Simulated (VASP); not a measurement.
# CuI (F-43m) in VASP: single point with PBE+U

Aim: the single point of CuI with PBE+U.

Everything below comes from runs of VASP 6.6.1. Logs are shortened: lines on timing, memory, paths and dates and some standing lists are left out, and cuts for length are marked.

**1. The cell of the first run**

The structure is cubic, space group F-43m (No. 216). The conventional cell has a = 6.150 Å, b = 6.150 Å, c = 6.150 Å, α = 90.00°, β = 90.00°, γ = 90.00°. I (site symmetry -43m) has 4 Cu at 2.66 Å within 3.5 Å. Cu (site symmetry -43m) has 4 I at 2.66 Å within 3.5 Å.

**2. Single point, PBE+U, collinear spin, zero start**

Contents of INCAR:

```
  PREC = Accurate
  ENCUT = 520
  EDIFF = 1E-6
  ISMEAR = 0
  SIGMA = 0.05
  LREAL = False
  LASPH = True
  NELM = 150
  ALGO = Normal
  ISIF = 2
  LWAVE = False
  LCHARG = False
  ISPIN = 2
  MAGMOM = 0 0 0 0
  LORBIT = 11
  LMAXMIX = 4
  LDAU = True
  LDAUTYPE = 2
  LDAUL = -1 2
  LDAUU = 0 4
  LDAUJ = 0 0
  LDAUPRINT = 1
  GGA = PE
  NBANDS = 30
  ISYM = 0
```

Contents of KPOINTS:

```
Automatic mesh
0
Gamma
  4 5 6
```

Contents of POSCAR:

```
CuI
1.0
   -3.0750000000     -3.0750000000     -6.1500000000
    3.0750000000     -3.0750000000      0.0000000000
   -3.0750000000     -3.0750000000      0.0000000000
I Cu
2 2
Direct
    0.7500000000      0.5000000000      0.2500000000
    0.2500000000      0.0000000000      0.2500000000
    0.0000000000      0.0000000000      0.0000000000
    0.5000000000      0.5000000000      0.0000000000
```

Potentials or basis: VASP PAW PBE potentials, release 64 (I, Cu).

Run with:

```sh
$ cat potpaw_PBE.64/I/POTCAR potpaw_PBE.64/Cu/POTCAR > POTCAR
$ mpirun -np 1 vasp_std > vasp.out
```

OUTCAR:

```text
PREC = Accurate
   ENCUT = 520
   EDIFF = 1E-6
   ISMEAR = 0
   LREAL = False
   LASPH = True
   NELM = 150
   ISIF = 2
   ISPIN = 2
   LORBIT = 11
   GGA = PE
   ISYM = 0

 ion  position               nearest neighbor table
   1  0.750  0.500  0.250-   4 2.66   3 2.66   4 2.66   3 2.66
   2  0.250  0.000  0.250-   3 2.66   3 2.66   4 2.66   4 2.66
   3  0.000  0.000  0.000-   1 2.66   2 2.66   2 2.66   1 2.66
   4  0.500  0.500  0.000-   1 2.66   2 2.66   1 2.66   2 2.66

IMPORTANT INFORMATION: All symmetrisations will be switched off!
NOSYMM: (Re-)initialisation of all symmetry stuff for point group C_1.

----------------------------------------------------------------------------------------

                                     Primitive cell

  volume of cell :     116.3042

  direct lattice vectors                    reciprocal lattice vectors
    -3.075000000 -3.075000000 -6.150000000     0.000000000  0.000000000 -0.162601626
     3.075000000 -3.075000000  0.000000000     0.162601626 -0.162601626  0.000000000
    -3.075000000 -3.075000000  0.000000000    -0.162601626 -0.162601626  0.162601626

  length of vectors
     7.532180959  4.348706704  4.348706704     0.162601626  0.229953425  0.281634278

  position of ions in fractional coordinates (direct lattice)
     0.750000000  0.500000000  0.250000000
     0.250000000  0.000000000  0.250000000
     0.000000000  0.000000000  0.000000000
     0.500000000  0.500000000  0.000000000

  ion indices of the primitive-cell ions
   primitive index   ion index
                 1           1
                 2           2
                 3           3
                 4           4

----------------------------------------------------------------------------------------

 KPOINTS: Automatic mesh

Automatic generation of k-mesh.
 Grid dimensions read from file:
 generate k-points for:    4    5    6

 Generating k-lattice:

  Cartesian coordinates                     Fractional coordinates (reciprocal lattice)
     0.000000000  0.000000000 -0.040650407     0.250000000  0.000000000  0.000000000
     0.032520325 -0.032520325  0.000000000     0.000000000  0.200000000  0.000000000
    -0.027100271 -0.027100271  0.027100271     0.000000000  0.000000000  0.166666667

  Length of vectors
     0.040650407  0.045990685  0.046939046

  Shift w.r.t. Gamma in fractional coordinates (k-lattice)
     0.000000000  0.000000000  0.000000000

 -----------------------------------------------------------------------------
|                                                                             |
|           W    W    AA    RRRRR   N    N  II  N    N   GGGG   !!!           |
|           W    W   A  A   R    R  NN   N  II  NN   N  G    G  !!!           |
|           W    W  A    A  R    R  N N  N  II  N N  N  G       !!!           |
|           W WW W  AAAAAA  RRRRR   N  N N  II  N  N N  G  GGG   !            |
|           WW  WW  A    A  R   R   N   NN  II  N   NN  G    G                |
|           W    W  A    A  R    R  N    N  II  N    N   GGGG   !!!           |
|                                                                             |
|     Your reciprocal lattice and k-lattice belong to different lattice       |
[... 114 lines left out ...]
 -0.0000  0.0000  0.9443  0.0000  0.0000
  0.0000 -0.0000  0.0000  0.9507  0.0000
 -0.0000 -0.0000  0.0000  0.0000  0.9443

spin component  2

  0.9507  0.0000 -0.0000  0.0000  0.0000
  0.0000  0.9507  0.0000 -0.0000  0.0000
 -0.0000  0.0000  0.9443  0.0000 -0.0000
  0.0000 -0.0000  0.0000  0.9507 -0.0000
  0.0000  0.0000 -0.0000 -0.0000  0.9443

 occupancies and eigenvectors

  o =  0.9443  v =  0.0000  0.0000  0.0000  0.0000  0.0000 -0.0008  0.0000 -1.0000  0.0000 -0.0085      0.0000  0.0000  0.0000  0.0000  0.0000  0.0000  0.0000  0.0000  0.0000  0.0000
  o =  0.9443  v =  0.0008 -0.0001  1.0000 -0.0000 -0.0085  0.0000  0.0000  0.0000  0.0000  0.0000      0.0000  0.0000  0.0000  0.0000  0.0000  0.0000  0.0000  0.0000  0.0000  0.0000
  o =  0.9443  v =  0.0000  0.0001  0.0085 -0.0000  1.0000  0.0000  0.0000  0.0000  0.0000  0.0000      0.0000  0.0000  0.0000  0.0000  0.0000  0.0000  0.0000  0.0000  0.0000  0.0000
  o =  0.9443  v =  0.0000  0.0000  0.0000  0.0000  0.0000 -0.0001 -0.0001 -0.0085  0.0000  1.0000      0.0000  0.0000  0.0000  0.0000  0.0000  0.0000  0.0000  0.0000  0.0000  0.0000
  o =  0.9507  v =  0.0000  0.0000  0.0000  0.0000  0.0000 -0.9993  0.0290  0.0008  0.0234 -0.0000      0.0000  0.0000  0.0000  0.0000  0.0000  0.0000  0.0000  0.0000  0.0000  0.0000
  o =  0.9507  v = -0.9984  0.0381  0.0008  0.0424  0.0000  0.0000  0.0000  0.0000  0.0000  0.0000      0.0000  0.0000  0.0000  0.0000  0.0000  0.0000  0.0000  0.0000  0.0000  0.0000
  o =  0.9507  v =  0.0000  0.0000  0.0000  0.0000  0.0000  0.0370  0.7035  0.0000  0.7098  0.0000      0.0000  0.0000  0.0000  0.0000  0.0000  0.0000  0.0000  0.0000  0.0000  0.0000
  o =  0.9507  v =  0.0569  0.7091  0.0000  0.7028 -0.0000  0.0000  0.0000  0.0000  0.0000  0.0000      0.0000  0.0000  0.0000  0.0000  0.0000  0.0000  0.0000  0.0000  0.0000  0.0000
  o =  0.9508  v =  0.0000  0.0000  0.0000  0.0000  0.0000  0.0041  0.7101 -0.0000 -0.7041  0.0001      0.0000  0.0000  0.0000  0.0000  0.0000  0.0000  0.0000  0.0000  0.0000  0.0000
  o =  0.9508  v =  0.0033 -0.7041 -0.0000  0.7101  0.0001  0.0000  0.0000  0.0000  0.0000  0.0000      0.0000  0.0000  0.0000  0.0000  0.0000  0.0000  0.0000  0.0000  0.0000  0.0000

atom =   4  type =  2  l = 2

 onsite density matrix

spin component  1

  0.9507  0.0000 -0.0000  0.0000  0.0000
  0.0000  0.9507  0.0000 -0.0000 -0.0000
 -0.0000  0.0000  0.9443 -0.0000 -0.0000
  0.0000 -0.0000 -0.0000  0.9507 -0.0000
  0.0000 -0.0000 -0.0000 -0.0000  0.9443

spin component  2

  0.9507  0.0000 -0.0000  0.0000 -0.0000
  0.0000  0.9507  0.0000 -0.0000  0.0000
 -0.0000  0.0000  0.9443  0.0000 -0.0000
  0.0000 -0.0000  0.0000  0.9507  0.0000
 -0.0000  0.0000 -0.0000  0.0000  0.9443

 occupancies and eigenvectors

  o =  0.9443  v = -0.0008  0.0000 -1.0000 -0.0001 -0.0023  0.0000  0.0000  0.0000  0.0000  0.0000      0.0000  0.0000  0.0000  0.0000  0.0000  0.0000  0.0000  0.0000  0.0000  0.0000
  o =  0.9443  v =  0.0000  0.0000  0.0000  0.0000  0.0000  0.0008 -0.0001  1.0000 -0.0001  0.0000      0.0000  0.0000  0.0000  0.0000  0.0000  0.0000  0.0000  0.0000  0.0000  0.0000
  o =  0.9443  v = -0.0001  0.0001 -0.0023  0.0000  1.0000  0.0000  0.0000  0.0000  0.0000  0.0000      0.0000  0.0000  0.0000  0.0000  0.0000  0.0000  0.0000  0.0000  0.0000  0.0000
  o =  0.9443  v =  0.0000  0.0000  0.0000  0.0000  0.0000  0.0001 -0.0001 -0.0000 -0.0000  1.0000      0.0000  0.0000  0.0000  0.0000  0.0000  0.0000  0.0000  0.0000  0.0000  0.0000
  o =  0.9507  v = -0.9991  0.0346  0.0008  0.0265 -0.0001  0.0000  0.0000  0.0000  0.0000  0.0000      0.0000  0.0000  0.0000  0.0000  0.0000  0.0000  0.0000  0.0000  0.0000  0.0000
  o =  0.9507  v =  0.0000  0.0000  0.0000  0.0000  0.0000 -0.9985  0.0346  0.0008  0.0422  0.0001      0.0000  0.0000  0.0000  0.0000  0.0000  0.0000  0.0000  0.0000  0.0000  0.0000
  o =  0.9507  v =  0.0000  0.0000  0.0000  0.0000  0.0000  0.0543  0.7071  0.0001  0.7050  0.0001      0.0000  0.0000  0.0000  0.0000  0.0000  0.0000  0.0000  0.0000  0.0000  0.0000
  o =  0.9507  v =  0.0432  0.7077 -0.0001  0.7052 -0.0001  0.0000  0.0000  0.0000  0.0000  0.0000      0.0000  0.0000  0.0000  0.0000  0.0000  0.0000  0.0000  0.0000  0.0000  0.0000
  o =  0.9508  v =  0.0056  0.7057  0.0000 -0.7085 -0.0001  0.0000  0.0000  0.0000  0.0000  0.0000      0.0000  0.0000  0.0000  0.0000  0.0000  0.0000  0.0000  0.0000  0.0000  0.0000
  o =  0.9508  v =  0.0000  0.0000  0.0000  0.0000  0.0000  0.0055 -0.7062  0.0000  0.7080 -0.0001      0.0000  0.0000  0.0000  0.0000  0.0000  0.0000  0.0000  0.0000  0.0000  0.0000

 number of electron      35.9999982 magnetization       0.0000000

 Free energy of the ion-electron system (eV)
  ---------------------------------------------------
  ext. energy  EPLUGINS =         0.00000000
  ---------------------------------------------------
  free energy    TOTEN  =        -8.92540495 eV

  energy without entropy =       -8.92540495  energy(sigma->0) =       -8.92540495

 E-fermi :   3.7194     XC(G=0):  -8.6914

 val. band max:        3.4499249059   @ k =   0.0000   0.0000   0.0000
 cond. band min:       5.1268489241   @ k =   0.0000   0.0000   0.0000
 fundamental gap:      1.6769240182
 Fermi energy:         3.7194267918

 spin component 1

 k-point     1 :       0.0000    0.0000    0.0000
  band No.  band energies     occupation
      1      -9.7951      1.00000
      2      -9.1577      1.00000
      3      -1.3337      1.00000
      4       0.0231      1.00000
      5       0.0231      1.00000
      6       0.0232      1.00000
[... 1577 lines left out ...]
     29      14.4031      0.00000
     30      14.6649      0.00000

 [... further k-points ...]
[... 5 lines left out ...]
  --------------------------------------------------------------------------------------
  -------------------------------------------------------------------------------------
  Total       -0.4697144     -0.4697670     -0.4835957     -0.0086684      0.0009112      0.0009302
  in kB       -6.4706675     -6.4713922     -6.6618935     -0.1194135      0.0125520      0.0128143
  external PRESSURE =      -6.5346511 kB  Pullay stress =       0.0000000 kB

 VOLUME and BASIS-vectors are now :
 -----------------------------------------------------------------------------
  energy-cutoff  :      520.00
  volume of cell :      116.30
      direct lattice vectors                 reciprocal lattice vectors
    -3.075000000 -3.075000000 -6.150000000     0.000000000  0.000000000 -0.162601626
     3.075000000 -3.075000000  0.000000000     0.162601626 -0.162601626  0.000000000
    -3.075000000 -3.075000000  0.000000000    -0.162601626 -0.162601626  0.162601626

 POSITION                                       TOTAL-FORCE (eV/Angst)
 -----------------------------------------------------------------------------------
     -1.53750     -4.61250     -4.61250        -0.000047     -0.000051      0.001349
     -1.53750     -1.53750     -1.53750        -0.000051     -0.000051      0.001340
      0.00000      0.00000      0.00000         0.000049      0.000050     -0.001342
      0.00000     -3.07500     -3.07500         0.000049      0.000052     -0.001348
 -----------------------------------------------------------------------------------
    total drift:                               -0.000014     -0.000014      0.000006

  FREE ENERGIE OF THE ION-ELECTRON SYSTEM (eV)
  ---------------------------------------------------
  free  energy   TOTEN  =        -8.9254049538 eV

  energy  without entropy=       -8.9254049538  energy(sigma->0) =       -8.92540495

 total charge

# of ion       s       p       d       tot
------------------------------------------
    1        1.494   2.769   0.039   4.302
    2        1.494   2.769   0.039   4.302
    3        0.297   0.226   9.459   9.982
    4        0.297   0.226   9.459   9.982
--------------------------------------------------
tot          3.582   5.990  18.996  28.567

 magnetization (x)

# of ion       s       p       d       tot
------------------------------------------
    1        0.000   0.000   0.000   0.000
    2        0.000  -0.000  -0.000   0.000
    3        0.000   0.000  -0.000   0.000
    4       -0.000   0.000  -0.000   0.000
--------------------------------------------------
tot          0.000   0.000  -0.000   0.000
```

Run time: 4.5 min. Hardware: 1 thread of Intel Xeon Platinum 8259CL at 2.50GHz (Skylake/Cascade Lake), shared host; peak memory 0.48 GiB.

Results:

| Property | Result |
| --- | --- |
| Free energy | -8.9254 eV |
| Pressure | -0.7 GPa |
| Band gap on the k mesh | 1.68 eV |
| Net moment | 0.00 μB per cell |
| Valence electrons inside the program's atomic spheres | I 4.30; Cu 9.98 |

Levels at points of the mesh, in eV from the valence-band top:
Spin up:
```csv
k point,band 14,band 15,band 16,band 17,band 18,band 19,band 20,band 21,band 22,band 23
"(0.00, 0.00, 0.00)",-1.62,-1.62,0.00,0.00,0.00,1.68,3.29,3.45,5.54,5.54
"(0.50, 0.00, 0.00)",-1.26,-0.89,-0.89,-0.89,-0.89,3.71,3.72,4.03,4.03,7.30
"(0.00, 0.00, 0.50)",-2.07,-0.68,-0.68,-0.68,-0.68,2.74,2.74,5.98,5.98,5.98
"(0.50, 0.00, 0.50)",-1.81,-1.50,-1.50,-0.68,-0.68,3.99,3.99,5.77,5.77,6.25
```
Spin down:
| k point | band 16 | band 17 | band 18 | band 19 | band 20 | band 21 |
| --- | --- | --- | --- | --- | --- | --- |
| (0.00, 0.00, 0.00) | 0.00 | 0.00 | 0.00 | 1.68 | 3.29 | 3.45 |
| (0.50, 0.00, 0.00) | -0.89 | -0.89 | -0.89 | 3.71 | 3.72 | 4.03 |
| (0.00, 0.00, 0.50) | -0.68 | -0.68 | -0.68 | 2.74 | 2.74 | 5.98 |
| (0.50, 0.00, 0.50) | -1.50 | -0.68 | -0.68 | 3.99 | 3.99 | 5.77 |

Eigenvalues of the final occupation matrices:
| site | spin | trace | eigenvalues |
| --- | --- | --- | --- |
| site 3 d | 1 | 4.74 | 0.94 0.94 0.95 0.95 0.95 |
| site 3 d | 2 | 4.74 | 0.94 0.94 0.95 0.95 0.95 |
| site 4 d | 1 | 4.74 | 0.94 0.94 0.95 0.95 0.95 |
| site 4 d | 2 | 4.74 | 0.94 0.94 0.95 0.95 0.95 |

Caveat: spin-orbit coupling is left out, which moves the levels of the heavy elements.
